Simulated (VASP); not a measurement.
## HfN: single point with PBEsol

The system is HfN.

```
Hf N
1.0
     0.00000    2.45482    2.45482
     2.45482    0.00000    2.45482
     2.45482    2.45482    0.00000
Hf N
1 1
Cartesian
  0.0000 0.0000 0.0000
  3.6822 3.6822 3.6822
```

```json
{"Program": "VASP 6.6.1", "Task": "single point", "Functional": "PBEsol", "Potentials or basis": "VASP PAW PBE potentials, release 64 (Hf_pv, N)", "Cutoff": "520 eV", "k mesh": "8 × 8 × 8", "Occupations": "methfessel-paxton, width 0.15 eV", "Spin": "no spin polarisation"}
```

```json
{"Pressure": "-6.1 GPa"}
```

Levels at points of the mesh, in eV from the Fermi level:
| k point | band 6 | band 7 | band 8 | band 9 | band 10 | band 11 |
| --- | --- | --- | --- | --- | --- | --- |
| (0.00, 0.00, 0.00) | -5.44 | -5.44 | -0.72 | 2.21 | 2.21 | 6.60 |
| (0.50, 0.00, 0.00) | -4.85 | -4.85 | 1.55 | 2.71 | 2.71 | 4.18 |
| (0.50, 0.50, 0.00) | -3.59 | -3.59 | -1.13 | 2.15 | 4.02 | 4.66 |

It took 12 s on 1 thread of Intel(R) Xeon(R) Platinum 8488C (Sapphire Rapids), on a shared host, peak memory 0.16 GiB.

Caveat: the PAW data sets were made with another functional, which shifts forces and pressure a little; spin-orbit coupling is left out, which moves the levels of the heavy elements.
